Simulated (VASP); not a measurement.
A run of VASP 6.6.1 is set up as follows.

INCAR

```
ALGO = Normal ; EDIFF = 1E-6
ENCUT = 520 ; GGA = PE
ISIF = 2 ; ISMEAR = 0
LASPH = T ; LCHARG = F
LREAL = F ; LWAVE = F
NBANDS = 32 ; NELM = 100
PREC = Accurate ; SIGMA = 0.01
```

Contents of KPOINTS:

```
k-points
0
Gamma
  8 8 4
```

File POSCAR:

```
Cd3Te2
1.0
    4.6263242833      0.0000000000      0.0000000000
    0.0000000000      4.6263242833      0.0000000000
    0.0000000000      0.0000000000      9.5918415491
Cd Te
3 2
Direct
    0.5000000000      0.5000000000      0.3585295633
    0.5000000000      0.5000000000      0.6414704367
    0.0000000000      0.0000000000      0.0000000000
    0.0000000000      0.5000000000      0.1761655695
    0.5000000000      0.0000000000      0.8238344305
```

Potentials or basis: VASP PAW PBE potentials, release 64 (Cd, Te).

Run with:

```bash
$ cat potpaw_PBE.64/Cd/POTCAR potpaw_PBE.64/Te/POTCAR > POTCAR
$ mpirun -np 1 vasp_std > vasp.out
```

(1) Predict the pressure.

(2) What does it give for the band gap on the k mesh?

(3) Estimate the largest force.

Results:

(1) 0.1 GPa.

(2) 0.20 eV, direct.

(3) 0.014 eV/Å.

Caveat: spin-orbit coupling is left out, which moves the levels of the heavy elements.
